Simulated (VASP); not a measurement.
## Zn: single point with r2SCAN

Crystal: Zn.

```
CELL_PARAMETERS angstrom
2.51740 0.00000 0.00000
-1.25870 2.18013 0.00000
0.00000 0.00000 5.28047
ATOMIC_POSITIONS crystal
Zn 0.33333 0.66667 0.25000
Zn 0.66667 0.33333 0.75000
```

This cell differs from its parent crystal: biaxial strain in the a-b plane: -3.0 %, then relaxed in part.

* Program: VASP 6.6.1
* Task: single point
* Functional: r2SCAN
* Potentials or basis: VASP PAW PBE potentials, release 64 (Zn)
* Cutoff: 520 eV
* k mesh: 24 × 24 × 10
* Occupations: gaussian, width 0.1 eV
* Spin: no spin polarisation
* Dipole correction: no
* Further INCAR settings: ALGO = Normal; EDIFF = 1e-07; NBANDS = 19

- Pressure: 4.7 GPa
- Band gap on the k mesh: zero (band 12 reaches 5.30 eV, above the bottom of band 13 at -1.14 eV)

Stress tensor (GPa, compression positive):
```
 7.15  0.00  0.00
 0.00  7.15  0.00
 0.00  0.00 -0.06
```

Levels at points of the mesh, in eV from the Fermi level:
| k point | band 8 | band 9 | band 10 | band 11 | band 12 | band 13 | band 14 | band 15 | band 16 | band 17 |
| --- | --- | --- | --- | --- | --- | --- | --- | --- | --- | --- |
| (0.00, 0.00, 0.00) | -7.49 | -7.49 | -7.37 | -7.37 | -4.35 | -4.32 | 10.80 | 15.16 | 22.10 | 22.10 |
| (0.50, 0.00, 0.00) | -7.46 | -7.04 | -7.04 | -2.60 | -1.56 | 2.45 | 4.18 | 4.34 | 6.20 | 13.20 |
| (0.00, 0.00, 0.50) | -8.05 | -7.43 | -7.43 | -7.43 | -7.43 | 2.85 | 2.85 | 22.94 | 22.94 | 23.30 |
| (0.50, 0.00, 0.50) | -7.47 | -7.04 | -7.04 | -1.81 | -1.81 | 1.09 | 1.09 | 9.76 | 9.76 | 13.24 |

Wall time 7.5 min on 1 thread of Intel(R) Xeon(R) 6975P-C (Granite Rapids), with other jobs on the host, peak memory 0.27 GiB.

Caveat: the cell differs from its parent crystal (biaxial strain in the a-b plane: -3.0 %, then relaxed in part); the PAW data sets were made with another functional, which shifts forces and pressure a little.
